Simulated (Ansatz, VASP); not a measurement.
# Ru: VASP beside Ansatz

```
Ru
1.0
     3.99590    0.00000    0.00000
    -1.99795    3.46055    0.00000
     0.00000    0.00000    5.48603
Ru
4
Cartesian
  0.0000 2.3070 2.5263
  1.9980 1.1535 5.2694
  1.9980 1.1535 2.9597
  0.0000 2.3070 0.2167
```

Alike in both runs: functional PBEsol; k mesh 15 × 15 × 8; occupations gaussian, width 0.1 eV; no spin polarisation.

Ansatz relaxed the structure, and its values are those at the end. VASP's run is a single point on that final structure, the one shown.

```csv
,VASP,Ansatz
version,VASP 6.6.1,Ansatz 0.2.0
potentials or method,"VASP PAW PBE potentials, release 64 (Ru_pv), cutoff 520 eV","scalar-relativistic, plane waves, PAW"
valence electrons in the cell,56,64
```

```tsv
	VASP	Ansatz	Ansatz less VASP
gap on the k mesh at the Fermi level (eV)	none	none	-
pressure (GPa)	0.3	0.0	-0.34
rms of the force components (eV/Å)	0.021	0.002	-0.0190
```

VASP's potentials were made for PBE, not for PBEsol. A gap of «none» marks a metal or a gap that the smearing closes. VASP's potentials hold 56 valence electrons a cell and Ansatz's 64, so a difference there can come from the potentials and not from the codes.
